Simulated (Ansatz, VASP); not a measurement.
**Ga in VASP and in Ansatz**

File INCAR:

```
SYSTEM = Ga
ALGO = Normal
EDIFF = 1E-6
ENCUT = 520
GGA = PE
ISIF = 2
ISMEAR = 1
LASPH = .True.
LCHARG = .True.
LELF = .True.
LREAL = .False.
LVHAR = .True.
LWAVE = .False.
NBANDS = 34
NELM = 60
PREC = Accurate
SIGMA = 0.01
```

The input KPOINTS:

```
k-points
0
Gamma
  8 8 7
  0 0 0
```

File POSCAR:

```
Ga
1.0
    2.3107968683     -3.8729233244      0.0000000000
    2.3107968683      3.8729233244      0.0000000000
    0.0000000000      0.0000000000      4.5463111460
Ga
4
Direct
    0.8442122196      0.1557877804      0.0839449706
    0.6557877804      0.3442122196      0.5839449706
    0.1557877804      0.8442122196      0.9160550294
    0.3442122196      0.6557877804      0.4160550294
```

Input for Ansatz:

```yaml
crystal:
  lattice:
    - [2.3107968683, -3.8729233244, 0.0]
    - [2.3107968683, 3.8729233244, 0.0]
    - [0.0, 0.0, 4.546311146]
  atoms:
    - { symbol: Ga, position: [0.8442122196, 0.1557877804, 0.0839449706] }
    - { symbol: Ga, position: [0.6557877804, 0.3442122196, 0.5839449706] }
    - { symbol: Ga, position: [0.1557877804, 0.8442122196, 0.9160550294] }
    - { symbol: Ga, position: [0.3442122196, 0.6557877804, 0.4160550294] }
hamiltonian:
  xc: pbe
  pseudopotentials:
    kind: paw
    azcp:
      Ga: "pseudopotentials/Ga.paw.azcp"
basis:
  ecutwfc: 420
  fft_grid_basis: typed
kpoints:
  mp_grid: { grid: [8, 8, 7], shift: [0, 0, 0] }
magnetization:
  spin_polarized: false
scf:
  occupations: { method: methfessel_paxton, width: 0.01 }
  lower_state_search: "off"
output:
  stress: true
```

Alike in both runs: task single point; functional PBE; k mesh 8 × 8 × 7; occupations methfessel-paxton of order 1, width 0.01 eV; no spin polarisation.

```csv
,VASP,Ansatz
version,VASP 6.6.1,Ansatz 0.2.0
potentials or method,"VASP PAW PBE potentials, release 64 (Ga_d), cutoff 520 eV","plane waves (420 eV) with PAW, scalar-relativistic"
valence electrons in the cell,52,52
```

|  | VASP | Ansatz | Ansatz less VASP |
| --- | --- | --- | --- |
| pressure (GPa) | 0.2 | 0.0 | -0.14 |
| traceless stress, the component that is largest in VASP (GPa) | 0.09 | 0.10 | +0.004 |

The functional is the same, so the differences come from potentials, cutoffs and numerics.
